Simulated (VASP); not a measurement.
A run of VASP 6.6.1 is set up as follows.

Contents of INCAR:

```
SYSTEM = Hg
PREC = Accurate
ENCUT = 520
EDIFF = 1E-7
ISMEAR = -1
SIGMA = 0.05
LREAL = .FALSE.
LASPH = .TRUE.
NELM = 60
ALGO = Normal
ISIF = 2
LWAVE = .FALSE.
LCHARG = .TRUE.
GGA = PE
LELF = .TRUE.
LVHAR = .TRUE.
NBANDS = 12
```

File KPOINTS:

```
regular mesh
0
G
  12 12 12
  0 0 0
```

POSCAR

```
Hg
1.0
    3.0936052857      0.0000000000      0.0000000000
    0.0000000000      3.0936052857      0.0000000000
    0.0000000000      0.0000000000      3.0936052857
Hg
1
Direct
    0.0000000000      0.0000000000      0.0000000000
```

Potentials or basis: VASP PAW PBE potentials, release 64 (Hg).

Launch:

```console
$ cat potpaw_PBE.64/Hg/POTCAR > POTCAR
$ mpirun -np 1 vasp_std > vasp.out
```

Q: What does it give for the pressure?

A: 0.1 GPa.

Q: Estimate the band gap on the k mesh.

A: Zero (bands 6 and 7 overlap by 5.07 eV).

Caveat: spin-orbit coupling is left out, which moves the levels of the heavy elements.
